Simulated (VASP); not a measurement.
Input of a VASP 6.6.1 run:

Contents of INCAR:

```
SYSTEM = MgS
  ALGO = Normal
  EDIFF = 1E-6
  ENCUT = 520
  GGA = PE
  ISIF = 2
  ISMEAR = -1
  LASPH = .True.
  LCHARG = .True.
  LELF = .True.
  LREAL = .False.
  LVHAR = .True.
  LWAVE = .False.
  NBANDS = 16
  NELM = 80
  PREC = Accurate
  SIGMA = 0.02
```

Contents of KPOINTS:

```
k-points
0
Gamma
  12 12 4
  0 0 0
```

POSCAR

```
MgS
1.0
    4.0286256344     -0.0201431281      0.0000000000
   -2.0317572780      3.4989637058      0.0000000000
    0.0000000000      0.0000000000      6.4543927861
Mg S
2 2
Direct
    0.3339882850      0.6666610866     -0.0028690014
    0.6660117150      0.3333389134      0.4971309986
    0.3352335428      0.6667019848      0.3778690014
    0.6647664572      0.3332980152      0.8778690014
```

Potentials or basis: VASP PAW PBE potentials, release 64 (Mg, S).

The run is started by

```console
$ cat potpaw_PBE.64/Mg/POTCAR potpaw_PBE.64/S/POTCAR > POTCAR
$ mpirun -np 1 vasp_std > vasp.out
```

(1) What does it give for the band gap on the k mesh?

(2) Estimate the pressure.

(3) Predict the largest force.

Answers

(1) 3.46 eV, direct.

(2) 0.9 GPa.

(3) 0.005 eV/Å.

Caveat: the cell differs from its parent crystal (shear xy strain -1.0%).
